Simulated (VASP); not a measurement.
# Si3N2 (P4mm) in VASP: further runs, part 2 of 3

VASP 6.6.1. The steps go on from the part before.

## (3) Single point, PBE

This run uses another cell than the first one, of 12.72 Å³/atom, 1.046 times its volume.

Contents of INCAR:

```
PREC     = Accurate       # precision mode
ENCUT    = 520            # plane-wave cutoff, eV
EDIFF    = 1E-6           # SCF threshold, eV
ISMEAR   = 0              # smearing method
SIGMA    = 0.1            # smearing width, eV
LREAL    = False          # projectors in reciprocal space
LASPH    = True           # aspherical terms in the spheres
NELM     = 80             # most SCF steps
ALGO     = Normal         # electronic algorithm
ISIF     = 2              # what is computed and relaxed
LWAVE    = False          # write WAVECAR
LCHARG   = False          # write CHGCAR
GGA      = PE             # functional
NBANDS   = 19             # bands
```

Contents of KPOINTS:

```
regular mesh
0
Gamma
  6 6 4
```

Contents of POSCAR:

```
Si3N2
1.0
    3.0863701900      0.0000000000      0.0000000000
    0.0000000000      3.0863701900      0.0000000000
    0.0000000000      0.0000000000      6.6788576700
Si N
3 2
Direct
    0.5000000000      0.0000000000      0.2599174800
    0.0000000000      0.5000000000      0.2599174800
    0.5000000000      0.5000000000      0.3043287500
    0.5000000000      0.0000000000      0.8515719000
    0.0000000000      0.5000000000      0.8515719000
```

Potentials or basis: VASP PAW PBE potentials, release 64 (Si, N).

On the command line:

```sh
cat potpaw_PBE.64/Si/POTCAR potpaw_PBE.64/N/POTCAR > POTCAR
mpirun -np 1 vasp_std > vasp.out
```

OUTCAR:

```text
PREC = Accurate
   ENCUT = 520
   EDIFF = 1E-6
   ISMEAR = 0
   LREAL = False
   LASPH = True
   NELM = 80
   ISIF = 2
   GGA = PE

 ion  position               nearest neighbor table
   1  0.500  0.000  0.260-   3 1.57   3 1.57   2 2.18   2 2.18   2 2.18   2 2.18
   2  0.000  0.500  0.260-   3 1.57   3 1.57   1 2.18   1 2.18   1 2.18   1 2.18
   3  0.500  0.500  0.304-   1 1.57   2 1.57   1 1.57   2 1.57
   4  0.500  0.000  0.852-
   5  0.000  0.500  0.852-

 -----------------------------------------------------------------------------
|                                                                             |
|           W    W    AA    RRRRR   N    N  II  N    N   GGGG   !!!           |
|           W    W   A  A   R    R  NN   N  II  NN   N  G    G  !!!           |
|           W    W  A    A  R    R  N N  N  II  N N  N  G       !!!           |
|           W WW W  AAAAAA  RRRRR   N  N N  II  N  N N  G  GGG   !            |
|           WW  WW  A    A  R   R   N   NN  II  N   NN  G    G                |
|           W    W  A    A  R    R  N    N  II  N    N   GGGG   !!!           |
|                                                                             |
|     The distance between some ions is very small. Please check the          |
|     nearest-neighbor list in the OUTCAR file.                               |
|     I HOPE YOU KNOW WHAT YOU ARE DOING!                                     |
|                                                                             |
 -----------------------------------------------------------------------------

  LATTYP: Found a simple tetragonal cell.
 ALAT       =     3.0863701900
 C/A-ratio  =     2.1639846353

  Lattice vectors:

 A1 = (   3.0863701900,   0.0000000000,   0.0000000000)
 A2 = (   0.0000000000,   3.0863701900,   0.0000000000)
 A3 = (   0.0000000000,   0.0000000000,   6.6788576700)

Analysis of symmetry for initial positions (statically):
=====================================================================
 Subroutine PRICEL returns:
 Original cell was already a primitive cell.

 Routine SETGRP: Setting up the symmetry group for a
 simple tetragonal supercell.

 Subroutine GETGRP returns: Found  8 space group operations
 (whereof  8 operations were pure point group operations)
 out of a pool of 16 trial point group operations.

The static configuration has the point symmetry C_4v.

Analysis of symmetry for dynamics (positions and initial velocities):
=====================================================================
 Subroutine PRICEL returns:
 Original cell was already a primitive cell.

 Routine SETGRP: Setting up the symmetry group for a
 simple tetragonal supercell.

 Subroutine GETGRP returns: Found  8 space group operations
 (whereof  8 operations were pure point group operations)
 out of a pool of 16 trial point group operations.

The dynamic configuration has the point symmetry C_4v.

 Subroutine INISYM returns: Found  8 space group operations
 (whereof  8 operations are pure point group operations),
 and found     1 'primitive' translations

----------------------------------------------------------------------------------------

                                     Primitive cell

  volume of cell :      63.6207

  direct lattice vectors                    reciprocal lattice vectors
     3.086370190  0.000000000  0.000000000     0.324005203  0.000000000  0.000000000
     0.000000000  3.086370190  0.000000000     0.000000000  0.324005203  0.000000000
[... 74 lines left out ...]
   number of dos      NEDOS =    301   number of ions     NIONS =      5
   total plane-waves  NPLWV =  28800
   dimension x,y,z NGX =    24 NGY =   24 NGZ =   50
   dimension x,y,z NGXF=    48 NGYF=   48 NGZF=  100
   ions per type =               3   2
   NGX,Y,Z   is equivalent  to a cutoff of  12.93, 12.93, 12.45 a.u.
   NGXF,Y,Z  is equivalent  to a cutoff of  25.85, 25.85, 24.89 a.u.
 SYSTEM =  unknown system
   PREC   = accura    normal or accurate (medium, high low for compatibility)
   ISTART =      0    job   : 0-new  1-cont  2-samecut
   ICHARG =      2    charge: 1-file 2-atom 10-const
   ISPIN  =      1    spin polarized calculation?
   LNONCOLLINEAR =      F non collinear calculations
   LSORBIT =      F    spin-orbit coupling
   LASPH  =      T    aspherical Exc in radial PAW
   ENCUT  =  520.0 eV  38.22 Ry    6.18 a.u.   5.74  5.74 12.42*2*pi/ulx,y,z
   NELM   =     80;   NELMIN=  2; NELMDL= -5     # of ELM steps
   EDIFF  = 0.1E-05   stopping-criterion for ELM
   LREAL  =      F    real-space projection
   EDIFFG = 0.1E-04   stopping-criterion for IOM
   NSW    =      0    number of steps for IOM
   IBRION =     -1    ionic relax: 0-MD 1-quasi-New 2-CG
   NFREE  =      0    steps in history (QN), initial steepest desc. (CG)
   ISIF   =      2    stress and relaxation
   ISYM   =      2    0-nonsym 1-usesym 2-fastsym
   POTIM  = 0.5000    time-step for ionic-motion
   TEBEG  =    0.0;   TEEND  =   0.0 temperature during run
   PSTRESS=    0.0 pullay stress
   NELECT =      22.0000    total number of electrons
   NUPDOWN=      -1.0000    fix difference up-down
   EMIN   =  10.00;   EMAX   =-10.00  energy-range for DOS
   EFERMI =   0.00;   METHOD = LEGACY
   ISMEAR =     0;   SIGMA  =   0.10  broadening in eV -4-tet -1-fermi 0-gaus
   EFERMI_NEDOS =   21; number of points for ismear=-14 and -15
   IALGO  =     38    algorithm
   IMIX   =      4    mixing-type and parameters
     AMIX     =   0.40;   BMIX     =  1.00
     AMIX_MAG =   1.60;   BMIX_MAG =  1.00
  volume/ion in A,a.u.               =      12.72        85.87
  Fermi-wavevector in a.u.,A,eV,Ry     =   1.149078  2.171443 17.964876  1.320381
  Thomas-Fermi vector in A             =   2.285750
   LORBIT       =      0    0 simple, 1 ext, 2 COOP (PROOUT), +10 PAW based schemes
   GGA     = PE    functional components
   LHFCALC =     F    Hartree Fock is set to
   AEXX    =    0.0000 exact exchange contribution
   IVDW    =     0    specifies the selected vdW correction
   LEPSILON=     F    determine dielectric tensor
   LRPA    =     F    only Hartree local field effects (RPA)
 non-spin polarized calculation
 Gauss-broadening in eV      SIGMA  =   0.10
  energy-cutoff  :      520.00
  volume of cell :       63.62
 maximum number of plane-waves:      1726
 NGX is ok and might be reduce to    24
   NGX = 11   NGY = 11   NGZ = 25

 number of electron      21.9999999 magnetization

 Free energy of the ion-electron system (eV)
  ---------------------------------------------------
  ext. energy  EPLUGINS =         0.00000000
  ---------------------------------------------------
  free energy    TOTEN  =         8.92957958 eV

  energy without entropy =        8.94666805  energy(sigma->0) =        8.93812381

 E-fermi :   6.2128     XC(G=0): -10.0955

 val. band max:        6.2126463133   @ k =   0.5000   0.0000   0.2500
 cond. band min:       6.2157386756   @ k =   0.5000   0.0000   0.0000
 fundamental gap:      0.0030923622
 Fermi energy:         6.2127775578

 k-point     1 :       0.0000    0.0000    0.0000
  band No.  band energies     occupation
      1     -11.8839      2.00000
      2      -8.9602      2.00000
      3      -2.9097      2.00000
      4      -2.0031      2.00000
      5      -0.6923      2.00000
      6      -0.6923      2.00000
[... 505 lines left out ...]
      6       0.7418      2.00000
[... 11 lines left out ...]
     18      12.1829      0.00000
     19      13.5719      0.00000

 [... further k-points ...]

------------------------ aborting loop because EDIFF is reached ----------------------------------------

  FORCE on cell =-STRESS in cart. coord.  units (eV):
  Direction    XX          YY          ZZ          XY          YZ          ZX
  --------------------------------------------------------------------------------------
  -------------------------------------------------------------------------------------
  Total       94.9689708     94.9689708      2.3593948      0.0000000      0.0000000      0.0000000
  in kB     2391.6305606   2391.6305606     59.4173092      0.0000000      0.0000000      0.0000000
  external PRESSURE =    1614.2261435 kB  Pullay stress =       0.0000000 kB

 VOLUME and BASIS-vectors are now :
 -----------------------------------------------------------------------------
  energy-cutoff  :      520.00
  volume of cell :       63.62
      direct lattice vectors                 reciprocal lattice vectors
     3.086370190  0.000000000  0.000000000     0.324005203  0.000000000  0.000000000
     0.000000000  3.086370190  0.000000000     0.000000000  0.324005203  0.000000000
     0.000000000  0.000000000  6.678857670     0.000000000  0.000000000  0.149726203

 POSITION                                       TOTAL-FORCE (eV/Angst)
 -----------------------------------------------------------------------------------
      1.54319      0.00000      1.73595         0.000000      0.000000    -12.676840
      0.00000      1.54319      1.73595         0.000000      0.000000    -12.676840
      1.54319      1.54319      2.03257         0.000000      0.000000     24.104362
      1.54319      0.00000      5.68753         0.000000      0.000000      0.624659
      0.00000      1.54319      5.68753        -0.000000      0.000000      0.624659
 -----------------------------------------------------------------------------------
    total drift:                                0.000000     -0.000000     -0.000369

  FREE ENERGIE OF THE ION-ELECTRON SYSTEM (eV)
  ---------------------------------------------------
  free  energy   TOTEN  =         8.9295795765 eV

  energy  without entropy=        8.9466680515  energy(sigma->0) =        8.93812381
```

It used 21 s of CPU time on 1 thread of Intel Xeon 6975P-C, with other jobs on the host.

Results:

```
Free energy            : 8.9296 eV
Pressure               : 161.4 GPa
Largest force          : 24.104 eV/Å
Band gap on the k mesh : zero (band 11 reaches 6.62 eV, above the bottom of band 12 at 5.58 eV)
```

Forces on the atoms (eV/Å):
```
Si    0.000   0.000 -12.677
Si    0.000   0.000 -12.677
Si    0.000   0.000  24.104
N     0.000   0.000   0.625
N     0.000   0.000   0.625
```

Levels at points of the mesh, in eV from the Fermi level:
| k point | band 7 | band 8 | band 9 | band 10 | band 11 | band 12 | band 13 | band 14 | band 15 | band 16 |
| --- | --- | --- | --- | --- | --- | --- | --- | --- | --- | --- |
| (0.00, 0.00, 0.00) | -2.51 | -2.45 | -2.45 | -0.77 | -0.75 | 1.01 | 2.02 | 2.34 | 3.40 | 3.40 |
| (0.50, 0.00, 0.00) | -3.87 | -2.34 | -0.77 | -0.27 | -0.01 | 0.00 | 0.16 | 0.20 | 2.68 | 2.73 |
| (0.50, 0.50, 0.00) | -4.81 | -4.70 | -3.02 | -2.19 | -2.19 | 0.55 | 0.55 | 2.66 | 4.29 | 4.30 |
| (0.00, 0.00, 0.50) | -3.29 | -2.46 | -2.46 | -0.84 | -0.78 | 1.15 | 2.02 | 3.40 | 3.40 | 3.93 |
| (0.50, 0.00, 0.50) | -3.57 | -2.34 | -1.23 | -0.84 | -0.02 | 0.00 | 0.19 | 0.20 | 2.70 | 2.71 |
| (0.50, 0.50, 0.50) | -4.91 | -4.73 | -2.86 | -1.86 | -1.86 | 0.03 | 0.03 | 2.83 | 4.30 | 4.30 |

Caveat: forces of over 1 eV/Å act on the atoms, so gaps and moduli don't describe the material at rest.

(Part 2 of 3 ends here.)
